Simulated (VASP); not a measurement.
# Rb (P6/mmm) in VASP: a series of runs

Rb is run at these levels: PBE; tasks: single point.

Program: VASP 6.6.1. These are calculated values, not measurements. Logs are shortened: lines on timing, memory, paths and dates and some standing lists are left out, and cuts for length are marked.

## 1. The cell of the first run

The structure is hexagonal, space group P6/mmm (No. 191). The conventional cell has a = 4.319 Å, b = 4.319 Å, c = 4.010 Å, α = 90.00°, β = 90.00°, γ = 120.00°. Within 5.3 Å of Rb (site symmetry 6/mmm) lie 8 Rb at 4.01 to 4.32 Å.

This isn't the form of Rb at room conditions, which is bcc.

## 2. Single point, PBE

INCAR reads:

```
PREC = Accurate ; ENCUT = 520
EDIFF = 1E-7 ; ISMEAR = -1
SIGMA = 0.08 ; LREAL = F
LASPH = T ; NELM = 80
ALGO = Normal ; ISIF = 2
LWAVE = F ; LCHARG = F
GGA = PE ; NBANDS = 10
```

KPOINTS reads:

```
Automatic mesh
0
Gamma
  10 10 10
```

POSCAR reads:

```
Rb
1.0
    4.3188874348      0.0000000000      0.0000000000
   -2.1594437174      3.7402662346      0.0000000000
    0.0000000000      0.0000000000      4.0095279476
Rb
1
Direct
    0.0000000000      0.0000000000      0.0000000000
```

Potentials or basis: VASP PAW PBE potentials, release 64 (Rb_sv).

Launch:

```console
cat potpaw_PBE.64/Rb_sv/POTCAR > POTCAR
mpirun -np 1 vasp_std > vasp.out
```

OUTCAR:

```text
PREC = Accurate
   ENCUT = 520
   EDIFF = 1E-7
   ISMEAR = -1
   LREAL = F
   LASPH = T
   NELM = 80
   ISIF = 2
   GGA = PE

 ion  position               nearest neighbor table
   1  0.000  0.000  0.000-

  LATTYP: Found a hexagonal cell.
 ALAT       =     4.3188874348
 C/A-ratio  =     0.9283705603

  Lattice vectors:

 A1 = (   4.3188874348,   0.0000000000,   0.0000000000)
 A2 = (  -2.1594437174,   3.7402662346,   0.0000000000)
 A3 = (   0.0000000000,   0.0000000000,   4.0095279476)

Analysis of symmetry for initial positions (statically):
=====================================================================
 Subroutine PRICEL returns:
 Original cell was already a primitive cell.

 Routine SETGRP: Setting up the symmetry group for a
 hexagonal supercell.

 Subroutine GETGRP returns: Found 24 space group operations
 (whereof 24 operations were pure point group operations)
 out of a pool of 24 trial point group operations.

The static configuration has the point symmetry D_6h.

Analysis of symmetry for dynamics (positions and initial velocities):
=====================================================================
 Subroutine PRICEL returns:
 Original cell was already a primitive cell.

 Routine SETGRP: Setting up the symmetry group for a
 hexagonal supercell.

 Subroutine GETGRP returns: Found 24 space group operations
 (whereof 24 operations were pure point group operations)
 out of a pool of 24 trial point group operations.

The dynamic configuration has the point symmetry D_6h.

 Subroutine INISYM returns: Found 24 space group operations
 (whereof 24 operations are pure point group operations),
 and found     1 'primitive' translations

----------------------------------------------------------------------------------------

                                     Primitive cell

  volume of cell :      64.7691

  direct lattice vectors                    reciprocal lattice vectors
     4.318887435  0.000000000  0.000000000     0.231541112  0.133680323  0.000000000
    -2.159443717  3.740266235  0.000000000     0.000000000  0.267360647  0.000000000
     0.000000000  0.000000000  4.009527948     0.000000000  0.000000000  0.249405918

  length of vectors
     4.318887435  4.318887435  4.009527948     0.267360647  0.267360647  0.249405918

  position of ions in fractional coordinates (direct lattice)
     0.000000000  0.000000000  0.000000000

  ion indices of the primitive-cell ions
   primitive index   ion index
                 1           1

----------------------------------------------------------------------------------------

 KPOINTS: Automatic mesh

Automatic generation of k-mesh.
 Grid dimensions read from file:
 generate k-points for:   10   10   10

 Generating k-lattice:

  Cartesian coordinates                     Fractional coordinates (reciprocal lattice)
     0.023154111  0.013368032  0.000000000     0.100000000  0.000000000  0.000000000
     0.000000000  0.026736065  0.000000000     0.000000000  0.100000000  0.000000000
     0.000000000  0.000000000  0.024940592     0.000000000  0.000000000  0.100000000

  Length of vectors
     0.026736065  0.026736065  0.024940592

  Shift w.r.t. Gamma in fractional coordinates (k-lattice)
     0.000000000  0.000000000  0.000000000

 Subroutine IBZKPT returns following result:
 ===========================================

 Found     84 irreducible k-points:

 Following reciprocal coordinates:
            Coordinates               Weight
  0.000000  0.000000  0.000000      1.000000
  0.100000 -0.000000  0.000000      6.000000
  0.200000 -0.000000  0.000000      6.000000
  0.300000 -0.000000  0.000000      6.000000
  0.400000 -0.000000  0.000000      6.000000
  0.500000 -0.000000  0.000000      3.000000
[... 16 lines left out ...]
  0.300000  0.100000  0.100000     24.000000
  0.400000  0.100000  0.100000     24.000000
 [... further k-points ...]
   k-points           NKPTS =     84   k-points in BZ     NKDIM =     84   number of bands    NBANDS=     10
   number of dos      NEDOS =    301   number of ions     NIONS =      1
   total plane-waves  NPLWV =  30720
   dimension x,y,z NGX =    32 NGY =   32 NGZ =   30
   dimension x,y,z NGXF=    64 NGYF=   64 NGZF=   60
   ions per type =               1
   NGX,Y,Z   is equivalent  to a cutoff of  12.32, 12.32, 12.44 a.u.
   NGXF,Y,Z  is equivalent  to a cutoff of  24.64, 24.64, 24.88 a.u.
 SYSTEM =  unknown system
   PREC   = accura    normal or accurate (medium, high low for compatibility)
   ISTART =      0    job   : 0-new  1-cont  2-samecut
   ICHARG =      2    charge: 1-file 2-atom 10-const
   ISPIN  =      1    spin polarized calculation?
   LNONCOLLINEAR =      F non collinear calculations
   LSORBIT =      F    spin-orbit coupling
   LASPH  =      T    aspherical Exc in radial PAW
   ENCUT  =  520.0 eV  38.22 Ry    6.18 a.u.   8.03  8.03  7.46*2*pi/ulx,y,z
   NELM   =     80;   NELMIN=  2; NELMDL= -5     # of ELM steps
   EDIFF  = 0.1E-06   stopping-criterion for ELM
   LREAL  =      F    real-space projection
   EDIFFG = 0.1E-05   stopping-criterion for IOM
   NSW    =      0    number of steps for IOM
   IBRION =     -1    ionic relax: 0-MD 1-quasi-New 2-CG
   NFREE  =      0    steps in history (QN), initial steepest desc. (CG)
   ISIF   =      2    stress and relaxation
   ISYM   =      2    0-nonsym 1-usesym 2-fastsym
   POTIM  = 0.5000    time-step for ionic-motion
   TEBEG  =    0.0;   TEEND  =   0.0 temperature during run
   PSTRESS=    0.0 pullay stress
   NELECT =       9.0000    total number of electrons
   NUPDOWN=      -1.0000    fix difference up-down
   EMIN   =  10.00;   EMAX   =-10.00  energy-range for DOS
   EFERMI =   0.00;   METHOD = LEGACY
   ISMEAR =    -1;   SIGMA  =   0.08  broadening in eV -4-tet -1-fermi 0-gaus
   EFERMI_NEDOS =   21; number of points for ismear=-14 and -15
   IALGO  =     38    algorithm
   IMIX   =      4    mixing-type and parameters
     AMIX     =   0.40;   BMIX     =  1.00
     AMIX_MAG =   1.60;   BMIX_MAG =  1.00
  volume/ion in A,a.u.               =      64.77       437.08
  Fermi-wavevector in a.u.,A,eV,Ry     =   0.847943  1.602379  9.782679  0.719007
  Thomas-Fermi vector in A             =   1.963528
   LORBIT       =      0    0 simple, 1 ext, 2 COOP (PROOUT), +10 PAW based schemes
   GGA     = PE    functional components
   LHFCALC =     F    Hartree Fock is set to
   AEXX    =    0.0000 exact exchange contribution
   IVDW    =     0    specifies the selected vdW correction
   LEPSILON=     F    determine dielectric tensor
   LRPA    =     F    only Hartree local field effects (RPA)
 non-spin polarized calculation
  energy-cutoff  :      520.00
  volume of cell :       64.77
 maximum number of plane-waves:      1763
   NGX = 17   NGY = 17   NGZ = 15

 number of electron       9.0000000 magnetization

 Free energy of the ion-electron system (eV)
  ---------------------------------------------------
  ext. energy  EPLUGINS =         0.00000000
  ---------------------------------------------------
  free energy    TOTEN  =        -0.75797060 eV

  energy without entropy =       -0.73719745  energy(sigma->0) =       -0.74758403

 E-fermi :   0.9681     XC(G=0):  -6.3588

 val. band max:        0.9561318409   @ k =   0.5000  -0.0000   0.0000
 cond. band min:       0.9714470503   @ k =   0.2000   0.1000   0.4000
 fundamental gap:      0.0153152094
 Fermi energy:         0.9681104920

 k-point     1 :       0.0000    0.0000    0.0000
  band No.  band energies     occupation
      1     -27.9968      2.00000
      2     -11.9511      2.00000
      3     -11.9511      2.00000
      4     -11.9185      2.00000
      5      -1.4897      2.00000
      6       3.3174      0.00000
      7       4.7509      0.00000
      8       4.7509      0.00000
      9       7.8911      0.00000
     10       8.0868      0.00000

 k-point     2 :       0.1000   -0.0000    0.0000
  band No.  band energies     occupation
      1     -27.9947      2.00000
      2     -11.9843      2.00000
      3     -11.9583      2.00000
      4     -11.9151      2.00000
      5      -1.3389      2.00000
      6       3.3836      0.00000
      7       4.3360      0.00000
      8       4.8942      0.00000
      9       7.3862      0.00000
     10       8.0341      0.00000

 k-point     3 :       0.2000   -0.0000    0.0000
  band No.  band energies     occupation
      1     -27.9893      2.00000
      2     -12.0696      2.00000
      3     -11.9772      2.00000
      4     -11.9061      2.00000
      5      -0.9107      2.00000
      6       3.5281      0.00000
      7       3.5892      0.00000
      8       5.3108      0.00000
      9       6.6909      0.00000
     10       7.9031      0.00000

 k-point     4 :       0.3000   -0.0000    0.0000
  band No.  band energies     occupation
      1     -27.9825      2.00000
      2     -12.1714      2.00000
      3     -12.0003      2.00000
      4     -11.8950      2.00000
      5      -0.2718      2.00000
      6       2.8639      0.00000
      7       3.6299      0.00000
      8       5.9581      0.00000
      9       6.1767      0.00000
     10       7.7554      0.00000
[... 222 lines left out ...]
 k-point    22 :       0.2000    0.1000    0.1000
  band No.  band energies     occupation
      1     -27.9824      2.00000
      2     -12.1237      2.00000
      3     -11.9968      2.00000
      4     -11.9396      2.00000
      5      -0.3957      2.00000
      6       3.1933      0.00000
      7       3.7192      0.00000
      8       5.4048      0.00000
      9       6.1165      0.00000
     10       7.1967      0.00000

 k-point    23 :       0.3000    0.1000    0.1000
  band No.  band energies     occupation
      1     -27.9763      2.00000
      2     -12.2075      2.00000
      3     -12.0236      2.00000
      4     -11.9287      2.00000
      5       0.2992      1.99953
      6       2.5698      0.00000
      7       3.7183      0.00000
      8       5.3931      0.00000
      9       6.3494      0.00000
     10       7.1462      0.00000

 k-point    24 :       0.4000    0.1000    0.1000
  band No.  band energies     occupation
      1     -27.9726      2.00000
      2     -12.2580      2.00000
      3     -12.0401      2.00000
      4     -11.9219      2.00000
      5       1.0198      0.68774
      6       1.9769      0.00001
      7       3.5492      0.00000
      8       5.5188      0.00000
      9       6.3614      0.00000
     10       7.5587      0.00000

 [... further k-points ...]

------------------------ aborting loop because EDIFF is reached ----------------------------------------

  FORCE on cell =-STRESS in cart. coord.  units (eV):
  Direction    XX          YY          ZZ          XY          YZ          ZX
  --------------------------------------------------------------------------------------
  -------------------------------------------------------------------------------------
  Total        0.7745385      0.7745385      0.7701559      0.0000000     -0.0000000      0.0000000
  in kB       19.1595782     19.1595782     19.0511677      0.0000000     -0.0000000      0.0000000
  external PRESSURE =      19.1234414 kB  Pullay stress =       0.0000000 kB

 VOLUME and BASIS-vectors are now :
 -----------------------------------------------------------------------------
  energy-cutoff  :      520.00
  volume of cell :       64.77
      direct lattice vectors                 reciprocal lattice vectors
     4.318887435  0.000000000  0.000000000     0.231541112  0.133680323  0.000000000
    -2.159443717  3.740266235  0.000000000     0.000000000  0.267360647  0.000000000
     0.000000000  0.000000000  4.009527948     0.000000000  0.000000000  0.249405918

 POSITION                                       TOTAL-FORCE (eV/Angst)
 -----------------------------------------------------------------------------------
      0.00000      0.00000      0.00000         0.000000      0.000000      0.000000
 -----------------------------------------------------------------------------------
    total drift:                                0.000000     -0.000000     -0.000000

  FREE ENERGIE OF THE ION-ELECTRON SYSTEM (eV)
  ---------------------------------------------------
  free  energy   TOTEN  =        -0.7579706025 eV

  energy  without entropy=       -0.7371974538  energy(sigma->0) =       -0.74758403
```

Run time: 40 s. Hardware: 1 thread of Intel Xeon 8259CL, shared host; peak memory 0.2 GiB.

What came out:

```
Free energy            : -0.7580 eV
Pressure               : 1.9 GPa
Band gap on the k mesh : zero (an odd number of electrons rules out a gap without spin polarisation)
```

Levels at points of the mesh, in eV from the Fermi level:
| k point | band 2 | band 3 | band 4 | band 5 | band 6 | band 7 | band 8 | band 9 |
| --- | --- | --- | --- | --- | --- | --- | --- | --- |
| (0.00, 0.00, 0.00) | -12.92 | -12.92 | -12.89 | -2.46 | 2.35 | 3.78 | 3.78 | 6.92 |
| (0.50, 0.00, 0.00) | -13.25 | -12.99 | -12.85 | -0.01 | 0.85 | 2.48 | 4.79 | 6.35 |
| (0.00, 0.00, 0.50) | -13.31 | -12.88 | -12.88 | -0.14 | 0.46 | 4.50 | 4.50 | 4.87 |
| (0.50, 0.00, 0.50) | -13.24 | -13.18 | -12.95 | 0.50 | 1.81 | 3.27 | 3.50 | 3.86 |

## 3. Single point, PBE

INCAR reads:

```
SYSTEM = Rb
  PREC = Accurate
  ENCUT = 520
  EDIFF = 1E-7
  ISMEAR = -1
  SIGMA = 0.08
  LREAL = .False.
  LASPH = .True.
  NELM = 80
  ALGO = Normal
  ISIF = 2
  LWAVE = .False.
  LCHARG = .False.
  GGA = PE
  NBANDS = 10
```

KPOINTS reads:

```
Automatic mesh
0
Gamma
  10 10 10
  0 0 0
```

POSCAR is that of step 2.

Potentials or basis: VASP PAW PBE potentials, release 64 (Rb_sv).

Launch:

```console
cat potpaw_PBE.64/Rb_sv/POTCAR > POTCAR
mpirun -np 1 vasp_std > vasp.out
```

Run time: 40 s. Hardware: 1 thread of Intel Xeon 8259CL, shared host; peak memory 0.2 GiB.

It converged, with:

- Free energy: -0.7580 eV
- Pressure: 1.9 GPa
- Band gap on the k mesh: zero (an odd number of electrons rules out a gap without spin polarisation)

Levels at points of the mesh, in eV from the Fermi level:
```tsv
k point	band 3	band 4	band 5	band 6	band 7	band 8
(0.00, 0.00, 0.00)	-12.92	-12.89	-2.46	2.35	3.78	3.78
(0.50, 0.00, 0.00)	-12.99	-12.85	-0.01	0.85	2.48	4.79
(0.00, 0.00, 0.50)	-12.88	-12.88	-0.14	0.46	4.50	4.50
(0.50, 0.00, 0.50)	-13.18	-12.95	0.50	1.81	3.27	3.50
```

(Continued in part 2 of 2.)
